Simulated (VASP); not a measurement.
Here is a VASP 6.6.1 calculation.

The input POSCAR:

```
NaH
1.0
    2.9869336829      0.0000000000      0.0000000000
    0.0000000000      2.9869336829      0.0000000000
    0.0000000000      0.0000000000      2.9479954612
Na H
1 1
Direct
    0.0000000000      0.0000000000      0.0000000000
    0.5000000000      0.5000000000      0.5000000000
```

The input INCAR.step1:

```
SYSTEM = NaH
PREC = Accurate
ENCUT = 520
ISMEAR = 0
SIGMA = 0.01
LREAL = .False.
LASPH = .True.
NELM = 100
NBANDS = 11
GGA = PE
ALGO = Normal
EDIFF = 1E-4
LWAVE = .True.
LCHARG = .False.
```

INCAR.step2

```
SYSTEM = NaH
PREC = Accurate
ENCUT = 520
EDIFF = 1E-6
ISMEAR = 0
SIGMA = 0.01
LREAL = .False.
LASPH = .True.
NELM = 100
ALGO = Normal
ISIF = 2
LWAVE = .False.
LCHARG = .False.
METAGGA = R2SCAN
LMIXTAU = .True.
NBANDS = 11
ISTART = 1
```

File KPOINTS:

```
regular mesh
0
Gamma
  8 8 8
  0 0 0
```

Potentials or basis: VASP PAW PBE potentials, release 64 (Na_pv, H).

Launch:

```bash
$ cat potpaw_PBE.64/Na_pv/POTCAR potpaw_PBE.64/H/POTCAR > POTCAR
$ cp INCAR.step1 INCAR
$ mpirun -np 1 vasp_std > vasp.out
$ cp INCAR.step2 INCAR
$ mpirun -np 1 vasp_std > vasp.out
```

(1) Predict the band gap on the k mesh.

(2) What does it give for the pressure?

Answers

(1) 1.56 eV, indirect (least direct gap 5.03 eV).

(2) -1.3 GPa.

Caveat: the cell differs from its parent crystal (epitaxial xy strain +1.9%); the PAW data sets were made with another functional, which shifts forces and pressure a little.
